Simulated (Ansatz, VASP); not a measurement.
# One calculation of LiF, two programs

```
CELL_PARAMETERS angstrom
0.00000 2.02734 2.02734
2.02734 0.00000 2.02734
2.02734 2.02734 0.00000
ATOMIC_POSITIONS crystal
F 0.50000 0.50000 0.50000
Li 0.00000 0.00000 0.00000
```

Alike in both runs: task single point; functional HSE06; k mesh 8 × 8 × 8; occupations fermi-dirac, width 0.05 eV; no spin polarisation.

```csv
,VASP,Ansatz
version,VASP 6.6.1,Ansatz 0.2.0
potentials or method,"VASP PAW PBE potentials, release 64 (F, Li_sv)",Ansatz PAW
plane-wave cutoff (eV),520,420
valence electrons in the cell,10,10
```

Ansatz gave:

| Item | Value |
| --- | --- |
| gap on the k mesh at the Fermi level (eV) | 11.21 |
| least direct gap on the mesh (eV) | 11.21 |

Problem. Estimate VASP's values.

Solution. gap on the k mesh at the Fermi level (eV): 11.20; least direct gap on the mesh (eV): 11.20.

Noted on VASP's run: the cutoff is under 1.25 times that of the potentials, so the pressure is a little rough.
